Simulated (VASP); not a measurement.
# BaS (Fm-3m) in VASP: further runs

The runs below take BaS through single point, with r2SCAN.

Program: VASP 6.6.1. These are calculated values, not measurements. Logs are shortened: lines on timing, memory, paths and dates and some standing lists are left out, and cuts for length are marked.

### Step 1. The cell of the first run

Symmetry: Fm-3m, No. 225, cubic system. Conventional cell: a = 6.044 Å, b = 6.044 Å, c = 6.044 Å, α = 90.00°, β = 90.00°, γ = 90.00°. Within 4.0 Å of Ba (site symmetry m-3m) lie 6 S at 3.02 Å. S (site symmetry m-3m) has 6 Ba at 3.02 Å within 4.0 Å.

### Step 2. Single point, r2SCAN (strain -5.9%)

The input, POSCAR:

```
BaS
1.0
    0.0000000000      3.0220860497      3.0220860497
    3.0220860497      0.0000000000      3.0220860497
    3.0220860497      3.0220860497      0.0000000000
Ba S
1 1
Direct
    0.0000000000      0.0000000000      0.0000000000
    0.5000000000      0.5000000000      0.5000000000
```

The input, INCAR.step1:

```
SYSTEM = BaS
  ALGO = Normal
  EDIFF = 1E-4
  ENCUT = 520
  GGA = PE
  ISMEAR = 0
  LASPH = .True.
  LCHARG = .False.
  LREAL = .False.
  LWAVE = .True.
  NBANDS = 15
  NELM = 100
  PREC = Accurate
  SIGMA = 0.01
```

The input, INCAR.step2:

```
SYSTEM = BaS
  ALGO = Normal
  EDIFF = 1E-6
  ENCUT = 520
  ISIF = 2
  ISMEAR = 0
  ISTART = 1
  LASPH = .True.
  LCHARG = .False.
  LMIXTAU = .True.
  LREAL = .False.
  LWAVE = .False.
  METAGGA = R2SCAN
  NBANDS = 15
  NELM = 100
  PREC = Accurate
  SIGMA = 0.01
```

The input, KPOINTS:

```
k-points
0
Gamma
  8 8 8
  0 0 0
```

Potentials or basis: VASP PAW PBE potentials, release 64 (Ba_sv, S).

The run is started by

```bash
cat potpaw_PBE.64/Ba_sv/POTCAR potpaw_PBE.64/S/POTCAR > POTCAR
cp INCAR.step1 INCAR
mpirun -np 1 vasp_std > vasp.out
cp INCAR.step2 INCAR
mpirun -np 1 vasp_std > vasp.out
```

OUTCAR:

```text
SYSTEM = BaS
   EDIFF = 1E-6
   ENCUT = 520
   ISIF = 2
   ISMEAR = 0
   ISTART = 1
   LASPH = .True.
   LREAL = .False.
   METAGGA = R2SCAN
   NELM = 100
   PREC = Accurate

 ion  position               nearest neighbor table
   1  0.000  0.000  0.000-   2 3.02   2 3.02   2 3.02   2 3.02   2 3.02   2 3.02
   2  0.500  0.500  0.500-   1 3.02   1 3.02   1 3.02   1 3.02   1 3.02   1 3.02

  LATTYP: Found a face centered cubic cell.
 ALAT       =     6.0441720994

  Lattice vectors:

 A1 = (   0.0000000000,   3.0220860497,   3.0220860497)
 A2 = (   3.0220860497,   0.0000000000,   3.0220860497)
 A3 = (   3.0220860497,   3.0220860497,   0.0000000000)

Analysis of symmetry for initial positions (statically):
=====================================================================
 Subroutine PRICEL returns:
 Original cell was already a primitive cell.

 Routine SETGRP: Setting up the symmetry group for a
 face centered cubic supercell.

 Subroutine GETGRP returns: Found 48 space group operations
 (whereof 48 operations were pure point group operations)
 out of a pool of 48 trial point group operations.

The static configuration has the point symmetry O_h .

Analysis of symmetry for dynamics (positions and initial velocities):
=====================================================================
 Subroutine PRICEL returns:
 Original cell was already a primitive cell.

 Routine SETGRP: Setting up the symmetry group for a
 face centered cubic supercell.

 Subroutine GETGRP returns: Found 48 space group operations
 (whereof 48 operations were pure point group operations)
 out of a pool of 48 trial point group operations.

The dynamic configuration has the point symmetry O_h .

 Subroutine INISYM returns: Found 48 space group operations
 (whereof 48 operations are pure point group operations),
 and found     1 'primitive' translations

----------------------------------------------------------------------------------------

                                     Primitive cell

  volume of cell :      55.2014

  direct lattice vectors                    reciprocal lattice vectors
     0.000000000  3.022086050  3.022086050    -0.165448631  0.165448631  0.165448631
     3.022086050  0.000000000  3.022086050     0.165448631 -0.165448631  0.165448631
     3.022086050  3.022086050  0.000000000     0.165448631  0.165448631 -0.165448631

  length of vectors
     4.273875078  4.273875078  4.273875078     0.286565435  0.286565435  0.286565435

  position of ions in fractional coordinates (direct lattice)
     0.000000000  0.000000000  0.000000000
     0.500000000  0.500000000  0.500000000

  ion indices of the primitive-cell ions
   primitive index   ion index
                 1           1
                 2           2

----------------------------------------------------------------------------------------

 KPOINTS: k-points

Automatic generation of k-mesh.
 Grid dimensions read from file:
 generate k-points for:    8    8    8

 Generating k-lattice:

  Cartesian coordinates                     Fractional coordinates (reciprocal lattice)
    -0.020681079  0.020681079  0.020681079     0.125000000  0.000000000  0.000000000
     0.020681079 -0.020681079  0.020681079     0.000000000  0.125000000  0.000000000
     0.020681079  0.020681079 -0.020681079     0.000000000  0.000000000  0.125000000

  Length of vectors
     0.035820679  0.035820679  0.035820679

  Shift w.r.t. Gamma in fractional coordinates (k-lattice)
     0.000000000  0.000000000  0.000000000

 Subroutine IBZKPT returns following result:
 ===========================================

 Found     29 irreducible k-points:

 Following reciprocal coordinates:
            Coordinates               Weight
  0.000000  0.000000  0.000000      1.000000
  0.125000  0.000000  0.000000      8.000000
  0.250000  0.000000  0.000000      8.000000
  0.375000  0.000000  0.000000      8.000000
  0.500000  0.000000  0.000000      4.000000
  0.125000  0.125000  0.000000      6.000000
[... 16 lines left out ...]
  0.500000  0.250000  0.125000     48.000000
 -0.375000  0.250000  0.125000     24.000000
 [... further k-points ...]
   k-points           NKPTS =     29   k-points in BZ     NKDIM =     29   number of bands    NBANDS=     15
   number of dos      NEDOS =    301   number of ions     NIONS =      2
   total plane-waves  NPLWV =  32768
   dimension x,y,z NGX =    32 NGY =   32 NGZ =   32
   dimension x,y,z NGXF=    64 NGYF=   64 NGZF=   64
   ions per type =               1   1
   NGX,Y,Z   is equivalent  to a cutoff of  12.45, 12.45, 12.45 a.u.
   NGXF,Y,Z  is equivalent  to a cutoff of  24.89, 24.89, 24.89 a.u.
 SYSTEM =  BaS
   PREC   = accura    normal or accurate (medium, high low for compatibility)
   ISTART =      1    job   : 0-new  1-cont  2-samecut
   ICHARG =      0    charge: 1-file 2-atom 10-const
   ISPIN  =      1    spin polarized calculation?
   LNONCOLLINEAR =      F non collinear calculations
   LSORBIT =      F    spin-orbit coupling
   LASPH  =      T    aspherical Exc in radial PAW
   ENCUT  =  520.0 eV  38.22 Ry    6.18 a.u.   7.95  7.95  7.95*2*pi/ulx,y,z
   NELM   =    100;   NELMIN=  2; NELMDL=  0     # of ELM steps
   EDIFF  = 0.1E-05   stopping-criterion for ELM
   LREAL  =      F    real-space projection
   EDIFFG = 0.1E-04   stopping-criterion for IOM
   NSW    =      0    number of steps for IOM
   IBRION =     -1    ionic relax: 0-MD 1-quasi-New 2-CG
   NFREE  =      0    steps in history (QN), initial steepest desc. (CG)
   ISIF   =      2    stress and relaxation
   ISYM   =      2    0-nonsym 1-usesym 2-fastsym
   POTIM  = 0.5000    time-step for ionic-motion
   TEBEG  =    0.0;   TEEND  =   0.0 temperature during run
   PSTRESS=    0.0 pullay stress
   NELECT =      16.0000    total number of electrons
   NUPDOWN=      -1.0000    fix difference up-down
   EMIN   =  10.00;   EMAX   =-10.00  energy-range for DOS
   EFERMI =   0.00;   METHOD = LEGACY
   ISMEAR =     0;   SIGMA  =   0.01  broadening in eV -4-tet -1-fermi 0-gaus
   EFERMI_NEDOS =   21; number of points for ismear=-14 and -15
   IALGO  =     38    algorithm
   IMIX   =      4    mixing-type and parameters
     AMIX     =   0.40;   BMIX     =  1.00
     AMIX_MAG =   1.60;   BMIX_MAG =  1.00
  volume/ion in A,a.u.               =      27.60       186.26
  Fermi-wavevector in a.u.,A,eV,Ry     =   1.083423  2.047372 15.970588  1.173805
  Thomas-Fermi vector in A             =   2.219488
   LORBIT       =      0    0 simple, 1 ext, 2 COOP (PROOUT), +10 PAW based schemes
   METAGGA = R2SCAN    functional components
   LHFCALC =     F    Hartree Fock is set to
   AEXX    =    0.0000 exact exchange contribution
   IVDW    =     0    specifies the selected vdW correction
   LEPSILON=     F    determine dielectric tensor
   LRPA    =     F    only Hartree local field effects (RPA)
 non-spin polarized calculation
 Gauss-broadening in eV      SIGMA  =   0.01
  energy-cutoff  :      520.00
  volume of cell :       55.20
 maximum number of plane-waves:      1524
   NGX = 15   NGY = 15   NGZ = 15

 number of electron      16.0000001 magnetization

 Free energy of the ion-electron system (eV)
  ---------------------------------------------------
  ext. energy  EPLUGINS =         0.00000000
  ---------------------------------------------------
  free energy    TOTEN  =       -38.78948156 eV

  energy without entropy =      -38.78948156  energy(sigma->0) =      -38.78948156

 E-fermi :   2.3235     XC(G=0):  -9.8382

 val. band max:        2.1928464935   @ k =   0.5000   0.5000   0.0000
 cond. band min:       4.2823852448   @ k =   0.5000   0.5000   0.0000
 fundamental gap:      2.0895387513
 Fermi energy:         2.3234656537

 k-point     1 :       0.0000    0.0000    0.0000
  band No.  band energies     occupation
      1     -24.1642      2.00000
      2      -8.8819      2.00000
      3      -8.7532      2.00000
      4      -8.7532      2.00000
      5      -8.7531      2.00000
      6       2.1896      2.00000
      7       2.1896      2.00000
      8       2.1896      2.00000
      9       6.4417      0.00000
     10       6.4417      0.00000
     11       6.4417      0.00000
     12       7.3581      0.00000
     13       7.6556      0.00000
     14       7.6556      0.00000
     15      11.6725      0.00000

 k-point     2 :       0.1250    0.0000    0.0000
  band No.  band energies     occupation
      1     -24.1486      2.00000
      2      -9.6205      2.00000
      3      -8.7610      2.00000
      4      -8.7610      2.00000
      5      -8.0034      2.00000
      6       1.7311      2.00000
      7       1.8964      2.00000
      8       1.8964      2.00000
      9       6.4941      0.00000
     10       6.7329      0.00000
     11       6.7329      0.00000
     12       7.9812      0.00000
     13       8.2621      0.00000
     14       8.2621      0.00000
     15      12.4488      0.00000

 k-point     3 :       0.2500    0.0000    0.0000
  band No.  band energies     occupation
      1     -24.1106      2.00000
      2     -10.2957      2.00000
      3      -8.7794      2.00000
      4      -8.7794      2.00000
      5      -7.2967      2.00000
      6       0.8586      2.00000
      7       1.3323      2.00000
      8       1.3323      2.00000
      9       6.8100      0.00000
     10       7.5529      0.00000
     11       7.5529      0.00000
     12       9.2847      0.00000
     13       9.7636      0.00000
     14       9.7636      0.00000
     15      14.2333      0.00000
[... 343 lines left out ...]
 k-point    23 :       0.5000    0.2500    0.1250
  band No.  band energies     occupation
      1     -24.0529      2.00000
      2     -10.5174      2.00000
      3      -9.0930      2.00000
      4      -8.8935      2.00000
      5      -7.1885      2.00000
      6       0.4964      2.00000
      7       1.0101      2.00000
      8       1.6419      2.00000
      9       6.4866      0.00000
     10       8.9559      0.00000
     11       9.3865      0.00000
     12       9.7910      0.00000
     13      11.1116      0.00000
     14      12.7232      0.00000
     15      13.6626      0.00000

 k-point    24 :      -0.3750    0.2500    0.1250
  band No.  band energies     occupation
      1     -24.0402      2.00000
      2     -10.5927      2.00000
      3      -9.1073      2.00000
      4      -8.9432      2.00000
      5      -7.1402      2.00000
      6       0.4428      2.00000
      7       1.1462      2.00000
      8       1.3169      2.00000
      9       7.5407      0.00000
     10       7.7838      0.00000
     11      10.1036      0.00000
     12      10.6876      0.00000
     13      11.6989      0.00000
     14      12.5027      0.00000
     15      13.6163      0.00000

 [... further k-points ...]

------------------------ aborting loop because EDIFF is reached ----------------------------------------

  FORCE on cell =-STRESS in cart. coord.  units (eV):
  Direction    XX          YY          ZZ          XY          YZ          ZX
  --------------------------------------------------------------------------------------
  -------------------------------------------------------------------------------------
  Total        4.6026817      4.6026817      4.6026817     -0.0000000      0.0000000     -0.0000000
  in kB      133.5891076    133.5891076    133.5891076     -0.0000000      0.0000000     -0.0000000
  external PRESSURE =     133.5891076 kB  Pullay stress =       0.0000000 kB

 VOLUME and BASIS-vectors are now :
 -----------------------------------------------------------------------------
  energy-cutoff  :      520.00
  volume of cell :       55.20
      direct lattice vectors                 reciprocal lattice vectors
     0.000000000  3.022086050  3.022086050    -0.165448631  0.165448631  0.165448631
     3.022086050  0.000000000  3.022086050     0.165448631 -0.165448631  0.165448631
     3.022086050  3.022086050  0.000000000     0.165448631  0.165448631 -0.165448631

 POSITION                                       TOTAL-FORCE (eV/Angst)
 -----------------------------------------------------------------------------------
      0.00000      0.00000      0.00000        -0.000000     -0.000000      0.000000
      3.02209      3.02209      3.02209         0.000000      0.000000     -0.000000
 -----------------------------------------------------------------------------------
    total drift:                                0.000000     -0.000000     -0.000000

  FREE ENERGIE OF THE ION-ELECTRON SYSTEM (eV)
  ---------------------------------------------------
  free  energy   TOTEN  =       -38.7894815550 eV

  energy  without entropy=      -38.7894815550  energy(sigma->0) =      -38.78948156
```

Run time: 99 s. Hardware: 1 thread of Intel Xeon 8259CL, shared host; peak memory 0.2 GiB.

Results:

- Free energy: -38.7895 eV
- Pressure: 13.4 GPa
- Band gap on the k mesh: 2.09 eV, direct

Caveat: the cell differs from its parent crystal (strain -5.9%); the PAW data sets were made with another functional, which shifts forces and pressure a little; spin-orbit coupling is left out, which moves the levels of the heavy elements.

### Step 3. Single point, r2SCAN (strain -5.0%)

The input, POSCAR:

```
BaS
1.0
    0.0000000000      3.0529203850      3.0529203850
    3.0529203850      0.0000000000      3.0529203850
    3.0529203850      3.0529203850      0.0000000000
Ba S
1 1
Direct
    0.0000000000      0.0000000000      0.0000000000
    0.5000000000      0.5000000000      0.5000000000
```

The input, INCAR.step1:

```
ALGO = Normal
EDIFF = 1E-4
ENCUT = 520
GGA = PE
ISMEAR = 0
LASPH = True
LCHARG = False
LREAL = False
LWAVE = True
NBANDS = 15
NELM = 100
PREC = Accurate
SIGMA = 0.01
```

The input, INCAR.step2:

```
ALGO = Normal
EDIFF = 1E-7
ENCUT = 520
ISIF = 2
ISMEAR = 0
ISTART = 1
LASPH = True
LCHARG = False
LMIXTAU = True
LREAL = False
LWAVE = False
METAGGA = R2SCAN
NBANDS = 15
NELM = 100
PREC = Accurate
SIGMA = 0.01
```

The input, KPOINTS:

```
k-points
0
Gamma
  8 8 8
```

Potentials or basis: VASP PAW PBE potentials, release 64 (Ba_sv, S).

The run is started by

```bash
cat potpaw_PBE.64/Ba_sv/POTCAR potpaw_PBE.64/S/POTCAR > POTCAR
cp INCAR.step1 INCAR
mpirun -np 1 vasp_std > vasp.out
cp INCAR.step2 INCAR
mpirun -np 1 vasp_std > vasp.out
```

Wall time 2 min (1 thread of Intel Xeon 8259CL, shared host); peak memory 0.2 GiB.

Results (log left out):

```yaml
Free_energy: -38.9166 eV
Pressure: 10.5 GPa
Band_gap_on_the_k_mesh: 2.18 eV, indirect (least direct gap 2.20 eV)
```

Levels at points of the mesh, in eV from the valence-band top:
```
           k point  band 5  band 6  band 7  band 8  band 9  band 10  band 11  band 12
(0.00, 0.00, 0.00)  -11.02    0.00    0.00    0.00    4.27     4.27     4.27     4.98
(0.50, 0.00, 0.00)   -8.94   -2.23   -1.39   -1.39    6.52     6.56     7.38     7.38
(0.50, 0.50, 0.00)  -10.99   -0.29   -0.03   -0.03    2.18     6.83     7.64     8.79
```

Caveat: the cell differs from its parent crystal (strain -5.0%); the PAW data sets were made with another functional, which shifts forces and pressure a little; spin-orbit coupling is left out, which moves the levels of the heavy elements.
